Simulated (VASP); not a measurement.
# BP (F-43m) in VASP: a series of runs, part 2 of 2

VASP 6.6.1.

### 6 Single point, BLYP (volume scaled by 1.04)

INCAR

```
PREC = Accurate
ENCUT = 520
EDIFF = 1E-7
ISMEAR = 0
SIGMA = 0.05
LREAL = False
LASPH = True
NELM = 60
ALGO = Normal
ISIF = 2
LWAVE = False
LCHARG = False
GGA = B5
ALDAX = 1.0
AGGAX = 1.0
AGGAC = 1.0
ALDAC = 0.0
NBANDS = 11
```

KPOINTS

```
regular mesh
0
Gamma
  8 8 8
```

POSCAR

```
BP
1.0
    0.0000000000      2.3280898463      2.3280898463
    2.3280898463      0.0000000000      2.3280898463
    2.3280898463      2.3280898463      0.0000000000
B P
1 1
Direct
    0.0000000000      0.0000000000      0.0000000000
    0.7500000000      0.7500000000      0.7500000000
```

Potentials or basis: VASP PAW PBE potentials, release 64 (B, P).

The run is started by

```sh
$ cat potpaw_PBE.64/B/POTCAR potpaw_PBE.64/P/POTCAR > POTCAR
$ mpirun -np 1 vasp_std > vasp.out
```

OUTCAR:

```text
PREC = Accurate
   ENCUT = 520
   EDIFF = 1E-7
   ISMEAR = 0
   LREAL = False
   LASPH = True
   NELM = 60
   ISIF = 2
   GGA = B5

 ion  position               nearest neighbor table
   1  0.000  0.000  0.000-   2 2.02   2 2.02   2 2.02   2 2.02
   2  0.750  0.750  0.750-   1 2.02   1 2.02   1 2.02   1 2.02

  LATTYP: Found a face centered cubic cell.
 ALAT       =     4.6561796926

  Lattice vectors:

 A1 = (   0.0000000000,   2.3280898463,   2.3280898463)
 A2 = (   2.3280898463,   0.0000000000,   2.3280898463)
 A3 = (   2.3280898463,   2.3280898463,   0.0000000000)

Analysis of symmetry for initial positions (statically):
=====================================================================
 Subroutine PRICEL returns:
 Original cell was already a primitive cell.

 Routine SETGRP: Setting up the symmetry group for a
 face centered cubic supercell.

 Subroutine GETGRP returns: Found 24 space group operations
 (whereof 24 operations were pure point group operations)
 out of a pool of 48 trial point group operations.

The static configuration has the point symmetry T_d .

Analysis of symmetry for dynamics (positions and initial velocities):
[... 163 lines left out ...]
 fundamental gap:      1.6330986612
 Fermi energy:         7.1908427922

 k-point     1 :       0.0000    0.0000    0.0000
  band No.  band energies     occupation
      1      -7.7376      2.00000
      2       6.8936      2.00000
      3       6.8936      2.00000
      4       6.8936      2.00000
      5      10.3592      0.00000
      6      10.3592      0.00000
      7      10.3592      0.00000
      8      13.1808      0.00000
      9      18.2984      0.00000
     10      19.0708      0.00000
     11      19.0708      0.00000
[... 309 lines left out ...]
 k-point    24 :      -0.3750    0.2500    0.1250
  band No.  band energies     occupation
      1      -4.1600      2.00000
      2      -0.9254      2.00000
      3       2.7277      2.00000
      4       4.0967      2.00000
      5      11.2755      0.00000
      6      12.0309      0.00000
      7      14.8188      0.00000
      8      16.3277      0.00000
      9      17.2639      0.00000
     10      20.9622      0.00000
     11      23.4660      0.00000

 [... further k-points ...]
[... 5 lines left out ...]
  --------------------------------------------------------------------------------------
  -------------------------------------------------------------------------------------
  Total       -0.8668910     -0.8668910     -0.8668910      0.0000000     -0.0000000      0.0000000
  in kB      -55.0358743    -55.0358743    -55.0358743      0.0000000     -0.0000000      0.0000000
  external PRESSURE =     -55.0358743 kB  Pullay stress =       0.0000000 kB

 VOLUME and BASIS-vectors are now :
 -----------------------------------------------------------------------------
  energy-cutoff  :      520.00
  volume of cell :       25.24
      direct lattice vectors                 reciprocal lattice vectors
     0.000000000  2.328089846  2.328089846    -0.214768344  0.214768344  0.214768344
     2.328089846  0.000000000  2.328089846     0.214768344 -0.214768344  0.214768344
     2.328089846  2.328089846  0.000000000     0.214768344  0.214768344 -0.214768344

 POSITION                                       TOTAL-FORCE (eV/Angst)
 -----------------------------------------------------------------------------------
      0.00000      0.00000      0.00000         0.000000     -0.000000      0.000000
      3.49213      3.49213      3.49213         0.000000      0.000000     -0.000000
 -----------------------------------------------------------------------------------
    total drift:                               -0.000000     -0.000000     -0.000000

  FREE ENERGIE OF THE ION-ELECTRON SYSTEM (eV)
  ---------------------------------------------------
  free  energy   TOTEN  =       -11.5615930231 eV

  energy  without entropy=      -11.5615930231  energy(sigma->0) =      -11.56159302
```

OSZICAR:

```text
N       E                     dE             d eps       ncg     rms          rms(c)
DAV:   1     0.112094607721E+02    0.11209E+02   -0.40447E+03   646   0.665E+02
DAV:   2    -0.115099154225E+02   -0.22719E+02   -0.21878E+02   881   0.104E+02
DAV:   3    -0.121445805847E+02   -0.63467E+00   -0.63325E+00   802   0.161E+01
DAV:   4    -0.121475252698E+02   -0.29447E-02   -0.29444E-02   717   0.129E+00
DAV:   5    -0.121475450584E+02   -0.19789E-04   -0.19788E-04   786   0.106E-01    0.560E+00
DAV:   6    -0.116408252259E+02    0.50672E+00   -0.13688E+00   716   0.495E+00    0.298E+00
DAV:   7    -0.115674950065E+02    0.73330E-01   -0.18089E-01   770   0.219E+00    0.124E+00
DAV:   8    -0.115612236055E+02    0.62714E-02   -0.38081E-02   769   0.106E+00    0.277E-01
DAV:   9    -0.115615237240E+02   -0.30012E-03   -0.10348E-03   743   0.207E-01    0.141E-01
DAV:  10    -0.115615899902E+02   -0.66266E-04   -0.19831E-04   683   0.103E-01    0.261E-02
DAV:  11    -0.115615920674E+02   -0.20771E-05   -0.40284E-06   818   0.156E-02    0.223E-02
DAV:  12    -0.115615930657E+02   -0.99837E-06   -0.16790E-06   674   0.800E-03    0.743E-03
DAV:  13    -0.115615930231E+02    0.42642E-07   -0.51652E-08   544   0.153E-03
   1 F= -.11561593E+02 E0= -.11561593E+02  d E =-.736486E-19
```

Run time: 6 s. Hardware: 1 thread of Intel Xeon 6975P-C (Granite Rapids), shared host; peak memory 0.13 GiB.

Results:

```
Free energy            : -11.5616 eV
Pressure               : -5.5 GPa
Band gap on the k mesh : 1.63 eV, indirect (least direct gap 3.47 eV)
```

Levels at points of the mesh, in eV from the valence-band top:
```
           k point  band 2  band 3  band 4  band 5  band 6  band 7
(0.00, 0.00, 0.00)    0.00    0.00    0.00    3.47    3.47    3.47
(0.50, 0.00, 0.00)   -8.31   -1.62   -1.62    3.49    4.87    4.87
(0.50, 0.50, 0.00)   -8.05   -3.74   -3.74    1.77    2.03   11.45
```

Caveat: the PAW data sets were made with another functional, which shifts forces and pressure a little. A k mesh can miss the band edges.

### 7 Summary

| level | cell | gap on the mesh (eV) | pressure (GPa) |
| --- | --- | --- | --- |
| PBEsol | a = 3.196 Å, angles 60.0°, 2 atoms | 1.15 | 0.1 |
| PBEsol | a = 3.175 Å, angles 60.0°, 2 atoms | 1.13 | 3.7 |
| PBEsol | a = 3.218 Å, angles 60.0°, 2 atoms | 1.17 | -3.1 |
| PBEsol | a = 3.238 Å, angles 60.0°, 2 atoms | 1.19 | -6.1 |
| BLYP | a = 3.292 Å, angles 60.0°, 2 atoms | 1.63 | -5.5 |

Alike in all rows: task single point; potentials or basis VASP PAW PBE potentials, release 64 (B, P); no spin polarisation; k mesh 8 × 8 × 8; cutoff (eV) 520; smearing gaussian 0.05 eV.

Caveats: the PAW data sets were made with another functional, which shifts forces and pressure a little.

Absolute energies hang on the potentials; compare differences alone.
